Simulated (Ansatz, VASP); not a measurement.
# One calculation of Ge5Mo, two programs

```xyz
6
Lattice="3.3600 0.0000 0.0000 0.0000 3.3600 0.0000 0.0000 0.0000 9.3056" Properties=species:S:1:pos:R:3 pbc="T T T"
Ge    1.6800    1.6800    2.8538
Ge    1.6800    1.6800    6.4518
Ge    0.0000    0.0000    1.3389
Ge    0.0000    0.0000    7.9667
Ge    0.0000    0.0000    4.6528
Mo    1.6800    1.6800    0.0000
```

Change from the starting cell: species swapped into the Hf5Pb type (P4/mmm, No. 123).

Alike in both runs: functional PBE; k mesh 12 × 12 × 4; occupations gaussian, width 0.1 eV; no spin polarisation.

Ansatz relaxed the structure, and its values are those at the end. VASP's run is a single point on that final structure, the one shown.

```csv
,VASP,Ansatz
version,VASP 6.6.1,Ansatz 0.2.0
potentials or method,"VASP PAW PBE potentials, release 64 (Ge_d, Mo_sv), cutoff 520 eV","scalar-relativistic, plane waves, PAW"
valence electrons in the cell,84,84
```

VASP gave:

```
gap on the k mesh at the Fermi level (eV) : none
pressure (GPa)                            : 0.1
rms of the force components (eV/Å)        : 0.005
```

Task: Estimate Ansatz's values.

Result: gap on the k mesh at the Fermi level (eV): none; pressure (GPa): 0.0; rms of the force components (eV/Å): 0.000.

A gap of «none» marks a metal or a gap that the smearing closes.
